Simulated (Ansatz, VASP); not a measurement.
## One calculation of Al, two programs

The input INCAR:

```
SYSTEM = Al
ALGO = Fast ; EDIFF = 1E-6
ENCUT = 520 ; GGA = PE
ISIF = 2 ; ISMEAR = 0
IVDW = 12 ; LASPH = .True.
LCHARG = .False. ; LREAL = .False.
LWAVE = .False. ; NBANDS = 14
NELM = 80 ; PREC = Accurate
SIGMA = 0.15
```

The input KPOINTS:

```
k-points
0
Gamma
  18 18 4
  0 0 0
```

File POSCAR:

```
Al
1.0
    2.8144222649      0.0000000000      0.0000000000
   -1.4072111325      2.4373611784      0.0000000000
    0.0000000000      0.0000000000      9.2410470711
Al
4
Direct
   -0.1245199122     -0.2490398245      0.0000000000
    0.3333333333      0.6666666667      0.2500000000
    0.1245199122      0.2490398245      0.5000000000
    0.6666666667      0.3333333333      0.7500000000
```

Input for Ansatz:

```yaml
crystal:
  lattice:
    - [2.8144222649, 0.0, 0.0]
    - [-1.4072111325, 2.4373611784, 0.0]
    - [0.0, 0.0, 9.2410470711]
  atoms:
    - { symbol: Al, position: [-0.1245199122, -0.2490398245, 0.0] }
    - { symbol: Al, position: [0.3333333333, 0.6666666667, 0.25] }
    - { symbol: Al, position: [0.1245199122, 0.2490398245, 0.5] }
    - { symbol: Al, position: [0.6666666667, 0.3333333333, 0.75] }
basis:
  ecutwfc: 420
kpoints:
  mp_grid: { grid: [18, 18, 4] }
hamiltonian:
  xc: pbe
  pseudopotentials: { kind: paw, azcp: { folder: soft_1 } }
  dispersion: d3bj
scf:
  occupations: { method: gaussian, width: 0.15 }
output:
  forces: true
  stress: true
  eigenvalues: true
```

Change from the starting cell: mode 4 frozen in at +0.000 Å and mode 5 at -0.607 Å (largest displacements).

Alike in both runs: task single point; functional PBE; dispersion D3(BJ); k mesh 18 × 18 × 4; occupations gaussian, width 0.15 eV; no spin polarisation.

|  | VASP | Ansatz |
| --- | --- | --- |
| version | VASP 6.6.1 | Ansatz 0.2.0 |
| potentials or method | VASP PAW PBE potentials, release 64 (Al), cutoff 520 eV | scalar-relativistic, plane waves, PAW |
| valence electrons in the cell | 12 | 12 |

Ansatz gave:

| Quantity | Value |
| --- | --- |
| gap on the k mesh at the Fermi level (eV) | none |
| pressure (GPa) | 3.0 |
| traceless stress, the component that is largest in VASP (GPa) | 4.95 |
| rms of the force components (eV/Å) | 0.342 |

Question: Which values does VASP return?

Answer: gap on the k mesh at the Fermi level (eV): none; pressure (GPa): 3.0; traceless stress, the component that is largest in VASP (GPa): 4.95; rms of the force components (eV/Å): 0.343.

Atom by atom the forces differ by 0.001 eV/Å (rms over components). A gap of «none» marks a metal or a gap that the smearing closes.
